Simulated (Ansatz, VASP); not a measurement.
**One calculation of C, two programs**

```
CELL_PARAMETERS angstrom
2.51863 0.00000 0.00000
-1.25931 2.18120 0.00000
0.00000 0.00000 8.02287
ATOMIC_POSITIONS crystal
C 0.00000 0.00000 0.09148
C 0.00000 0.00000 0.59148
C 0.00000 0.00000 0.40852
C 0.00000 0.00000 0.90852
C 0.33333 0.66667 0.15668
C 0.66667 0.33333 0.65668
C 0.33333 0.66667 0.34332
C 0.66667 0.33333 0.84332
```

Change from the starting cell: mode 21 frozen in at -0.012 Å, strain +e along z and -e/2 along x and y -0.0233.

Alike in both runs: task single point; functional LDA; k mesh 12 × 12 × 4; occupations gaussian, width 0.05 eV; no spin polarisation.

|  | VASP | Ansatz |
| --- | --- | --- |
| version | VASP 6.6.1 | Ansatz 0.2.0 |
| potentials or method | VASP PAW LDA potentials, release 64 (C), cutoff 520 eV | scalar-relativistic, plane waves, PAW |
| valence electrons in the cell | 32 | 32 |

Ansatz gave:

```
gap on the k mesh at the Fermi level (eV)                     : 4.00
least direct gap on the mesh (eV)                             : 4.56
pressure (GPa)                                                : 1.7
traceless stress, the component that is largest in VASP (GPa) : 33.32
rms of the force components (eV/Å)                            : 0.642
```

Q: Which values does VASP return?

A: gap on the k mesh at the Fermi level (eV): 3.99; least direct gap on the mesh (eV): 4.56; pressure (GPa): 3.5; traceless stress, the component that is largest in VASP (GPa): 33.57; rms of the force components (eV/Å): 0.651.

Ansatz warns that its potentials were made for another functional, while VASP's fit it. LDA's correlation is that of Perdew and Zunger in VASP and of Perdew and Wang (1992) in Ansatz. Atom by atom the forces differ by 0.009 eV/Å (rms over components).
